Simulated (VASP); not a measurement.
# Co (P6_3/mmc) in VASP: further runs

Co is run at these levels: PBEsol; tasks: single point.

Everything below comes from runs of VASP 6.6.1. Logs are shortened: lines on timing, memory, paths and dates and some standing lists are left out, and cuts for length are marked.

## 1. The cell of the first run

It takes space group P6_3/mmc (No. 194, hexagonal). The conventional cell has a = 2.407 Å, b = 2.407 Å, c = 3.887 Å, α = 90.00°, β = 90.00°, γ = 120.00°. Within 3.2 Å of Co (site symmetry -6m2) lie 12 Co at 2.39 to 2.41 Å.

## 2. Single point, PBEsol, collinear spin, ferromagnetic start (9.75 Å³/atom)

The input, INCAR:

```
  PREC = Accurate
  ENCUT = 600
  EDIFF = 1E-6
  ISMEAR = 0
  SIGMA = 0.1
  LREAL = False
  LASPH = True
  NELM = 200
  ALGO = Normal
  ISIF = 2
  LWAVE = False
  LCHARG = False
  ISPIN = 2
  MAGMOM = 1.8 1.8
  LORBIT = 11
  LMAXMIX = 4
  GGA = PS
  NBANDS = 28
  GGA_COMPAT = False
```

The input, KPOINTS:

```
regular mesh
0
Gamma
  18 18 10
```

The input, POSCAR:

```
Co
1.0
    2.4066519183      0.0000000000      0.0000000000
   -1.2033259592      2.0842216993      0.0000000000
    0.0000000000      0.0000000000      3.8871433845
Co
2
Direct
    0.3333333333      0.6666666667      0.2500000000
    0.6666666667      0.3333333333      0.7500000000
```

Potentials or basis: VASP PAW PBE potentials, release 64 (Co_sv).

Run with:

```sh
$ cat potpaw_PBE.64/Co_sv/POTCAR > POTCAR
$ mpirun -np 1 vasp_std > vasp.out
```

OUTCAR:

```text
PREC = Accurate
   ENCUT = 600
   EDIFF = 1E-6
   ISMEAR = 0
   LREAL = False
   LASPH = True
   NELM = 200
   ISIF = 2
   ISPIN = 2
   LORBIT = 11
   GGA = PS

 ion  position               nearest neighbor table
   1  0.333  0.667  0.250-   2 2.39   2 2.39   2 2.39   2 2.39   2 2.39   2 2.39
   2  0.667  0.333  0.750-   1 2.39   1 2.39   1 2.39   1 2.39   1 2.39   1 2.39

  LATTYP: Found a hexagonal cell.
 ALAT       =     2.4066519183
 C/A-ratio  =     1.6151664289

  Lattice vectors:

 A1 = (   2.4066519183,   0.0000000000,   0.0000000000)
 A2 = (  -1.2033259592,   2.0842216993,   0.0000000000)
 A3 = (   0.0000000000,   0.0000000000,   3.8871433845)

Analysis of symmetry for initial positions (statically):
=====================================================================
 Subroutine PRICEL returns:
 Original cell was already a primitive cell.

 Routine SETGRP: Setting up the symmetry group for a
 hexagonal supercell.

 Subroutine GETGRP returns: Found 24 space group operations
 (whereof 12 operations were pure point group operations)
 out of a pool of 24 trial point group operations.

The static configuration has the point symmetry D_3d.
 The point group associated with its full space group is D_6h.

Analysis of symmetry for dynamics (positions and initial velocities):
=====================================================================
 Subroutine PRICEL returns:
 Original cell was already a primitive cell.

 Routine SETGRP: Setting up the symmetry group for a
 hexagonal supercell.

 Subroutine GETGRP returns: Found 24 space group operations
 (whereof 12 operations were pure point group operations)
 out of a pool of 24 trial point group operations.

The dynamic configuration has the point symmetry D_3d.
 The point group associated with its full space group is D_6h.

Analysis of structural, dynamic, and magnetic symmetry:
=====================================================================
 Subroutine PRICEL returns:
 Original cell was already a primitive cell.

 Routine SETGRP: Setting up the symmetry group for a
 hexagonal supercell.

 Subroutine GETGRP returns: Found 24 space group operations
 (whereof 12 operations were pure point group operations)
 out of a pool of 24 trial point group operations.

The overall configuration has the point symmetry D_3d.
 The point group associated with its full space group is D_6h.

 Subroutine INISYM returns: Found 24 space group operations
 (whereof 12 operations are pure point group operations),
 and found     1 'primitive' translations

[... 116 lines left out ...]
  Fermi-wavevector in a.u.,A,eV,Ry     =   1.970479  3.723666 52.828549  3.882789
  Thomas-Fermi vector in A             =   2.993228
   LORBIT       =     11    0 simple, 1 ext, 2 COOP (PROOUT), +10 PAW based schemes
   GGA     = PS    functional components
   LHFCALC =     F    Hartree Fock is set to
   AEXX    =    0.0000 exact exchange contribution
   IVDW    =     0    specifies the selected vdW correction
   LEPSILON=     F    determine dielectric tensor
   LRPA    =     F    only Hartree local field effects (RPA)
 spin polarized calculation
 Gauss-broadening in eV      SIGMA  =   0.10
  energy-cutoff  :      600.00
  volume of cell :       19.50
 maximum number of plane-waves:       670
 NGX is ok and might be reduce to    20
   NGX =  9   NGY =  9   NGZ = 15

 number of electron      34.0000031 magnetization       3.0704059

 Free energy of the ion-electron system (eV)
  ---------------------------------------------------
  ext. energy  EPLUGINS =         0.00000000
  ---------------------------------------------------
  free energy    TOTEN  =       -15.57036022 eV

  energy without entropy =      -15.56215384  energy(sigma->0) =      -15.56625703

 E-fermi :  13.5861     XC(G=0): -14.7952

 val. band max:       13.5843967803   @ k =   0.2778   0.2778   0.4000
 cond. band min:      13.5874088839   @ k =   0.1111   0.1111   0.1000
 fundamental gap:      0.0030121035
 Fermi energy:        13.5861077413

 spin component 1

 k-point     1 :       0.0000    0.0000    0.0000
  band No.  band energies     occupation
      1     -82.2115      1.00000
      2     -82.1191      1.00000
      3     -45.8026      1.00000
      4     -45.3924      1.00000
      5     -45.3924      1.00000
      6     -45.3244      1.00000
[... 733 lines left out ...]
     27      37.7823      0.00000
     28      40.3336      0.00000

 [... further k-points ...]

 spin component 2

 k-point     1 :       0.0000    0.0000    0.0000
  band No.  band energies     occupation
      1     -80.2703      1.00000
      2     -80.1718      1.00000
      3     -43.9320      1.00000
      4     -43.4942      1.00000
      5     -43.4942      1.00000
      6     -43.4216      1.00000
[... 733 lines left out ...]
     27      38.1357      0.00000
     28      40.7507      0.00000

 [... further k-points ...]

------------------------ aborting loop because EDIFF is reached ----------------------------------------

  FORCE on cell =-STRESS in cart. coord.  units (eV):
  Direction    XX          YY          ZZ          XY          YZ          ZX
  --------------------------------------------------------------------------------------
  -------------------------------------------------------------------------------------
  Total        1.6770357      1.6770357      1.6641418     -0.0000000      0.0000000      0.0000000
  in kB      137.8050522    137.8050522    136.7455371     -0.0000000      0.0000000      0.0000000
  external PRESSURE =     137.4518805 kB  Pullay stress =       0.0000000 kB

 VOLUME and BASIS-vectors are now :
 -----------------------------------------------------------------------------
  energy-cutoff  :      600.00
  volume of cell :       19.50
      direct lattice vectors                 reciprocal lattice vectors
     2.406651918  0.000000000  0.000000000     0.415515012  0.239897704  0.000000000
    -1.203325959  2.084221699  0.000000000     0.000000000  0.479795408  0.000000000
     0.000000000  0.000000000  3.887143384     0.000000000  0.000000000  0.257258326

 POSITION                                       TOTAL-FORCE (eV/Angst)
 -----------------------------------------------------------------------------------
     -0.00000      1.38948      0.97179        -0.000000      0.000000      0.000000
      1.20333      0.69474      2.91536         0.000000     -0.000000      0.000000
 -----------------------------------------------------------------------------------
    total drift:                               -0.000000      0.000000     -0.000000

  FREE ENERGIE OF THE ION-ELECTRON SYSTEM (eV)
  ---------------------------------------------------
  free  energy   TOTEN  =       -15.5703602173 eV

  energy  without entropy=      -15.5621538355  energy(sigma->0) =      -15.56625703

 total charge

# of ion       s       p       d       tot
------------------------------------------
    1        2.270   6.150   6.721  15.141
    2        2.270   6.150   6.721  15.141
--------------------------------------------------
tot          4.541  12.299  13.443  30.283

 magnetization (x)

# of ion       s       p       d       tot
------------------------------------------
    1       -0.005  -0.014   1.606   1.587
    2       -0.005  -0.014   1.606   1.587
--------------------------------------------------
tot         -0.011  -0.028   3.212   3.173
```

stdout:

```text
POSCAR found type information on POSCAR Co
 POSCAR found :  1 types and       2 ions
 scaLAPACK will be used
 -----------------------------------------------------------------------------
|                                                                             |
|                                                                             |
|     You enforced a specific xc type in the INCAR file but a different       |
|     I HOPE YOU KNOW WHAT YOU ARE DOING!                                     |
|                                                                             |
 -----------------------------------------------------------------------------

 LDA part: xc-table for (Slater+PW92), standard interpolation
 POSCAR, INCAR and KPOINTS ok, starting setup
 FFT: planning ... GRIDC
 FFT: planning ... GRID_SOFT
 FFT: planning ... GRID
 WAVECAR not read
 entering main loop
```

Run time: 2.1 min. Hardware: 1 thread of AMD EPYC 9R45 (Zen 5), shared host; peak memory 0.27 GiB.

What came out:

```yaml
Free_energy: -15.5704 eV
Pressure: 13.7 GPa
Net_moment: 3.07 μB per cell
Site_moments: Co +1.59 μB
Valence_electrons_inside_the_program's_atomic_spheres: Co 15.14
```

Caveat: the cell stands under pressure; the PAW data sets were made with another functional, which shifts forces and pressure a little.

## 3. Single point, PBEsol, collinear spin, ferromagnetic start (10.06 Å³/atom)

This run uses another cell than the first one, of 10.06 Å³/atom.

The input, INCAR:

```
PREC = Accurate ; ENCUT = 600
EDIFF = 1E-6 ; ISMEAR = 0
SIGMA = 0.1 ; LREAL = False
LASPH = True ; NELM = 200
ALGO = Normal ; ISIF = 2
LWAVE = False ; LCHARG = False
ISPIN = 2 ; MAGMOM = 1.8 1.8
LORBIT = 11 ; LMAXMIX = 4
GGA = PS ; NBANDS = 28
GGA_COMPAT = False
```

The input, KPOINTS:

```
Automatic mesh
0
Gamma
  18 18 10
```

The input, POSCAR:

```
Co
1.0
    2.4318085220      0.0000000000      0.0000000000
   -1.2159042610      2.1060079572      0.0000000000
    0.0000000000      0.0000000000      3.9286401622
Co
2
Direct
    0.3333333333      0.6666666667      0.2500000000
    0.6666666667      0.3333333333      0.7500000000
```

Potentials or basis: VASP PAW PBE potentials, release 64 (Co_sv).

Run with:

```sh
$ cat potpaw_PBE.64/Co_sv/POTCAR > POTCAR
$ mpirun -np 1 vasp_std > vasp.out
```

It took 7 min on 1 thread of AMD EPYC 7R43 (Zen 3), shared host; peak memory 0.26 GiB.

It converged, with:

```
Free energy                                           : -15.6189 eV
Pressure                                              : 4.1 GPa
Net moment                                            : 3.11 μB per cell
Site moments                                          : Co +1.61 μB
Valence electrons inside the program's atomic spheres : Co 15.11
```

Stress tensor (GPa, compression positive):
```
4.12 0.00 0.00
0.00 4.12 0.00
0.00 0.00 3.98
```

Levels at points of the mesh, in eV from the Fermi level:
Spin up:
```tsv
k point	band 15	band 16	band 17	band 18	band 19	band 20	band 21	band 22
(0.00, 0.00, 0.00)	-2.32	-1.92	-1.92	-0.67	-0.67	-0.22	7.04	22.41
(0.50, 0.00, 0.00)	-2.22	-0.52	-0.40	-0.35	1.51	3.68	10.23	10.96
(0.00, 0.00, 0.50)	-2.76	-2.76	-1.02	-1.02	-1.02	-1.02	15.82	15.82
(0.50, 0.00, 0.50)	-0.99	-0.99	-0.42	-0.42	1.65	1.65	7.93	7.93
```
Spin down:
```csv
k point,band 12,band 13,band 14,band 15,band 16,band 17,band 18,band 19
"(0.00, 0.00, 0.00)",-1.11,-1.11,-0.69,-0.69,-0.23,-0.23,-0.20,1.15
"(0.50, 0.00, 0.00)",-2.04,-1.29,-1.18,-0.71,1.30,1.45,1.49,2.78
"(0.00, 0.00, 0.50)",-1.74,-1.18,-1.18,-1.18,-1.18,0.77,0.77,0.77
"(0.50, 0.00, 0.50)",-2.68,-0.10,-0.10,0.23,0.23,1.42,1.42,2.38
```

Caveat: the cell stands under pressure; the PAW data sets were made with another functional, which shifts forces and pressure a little.
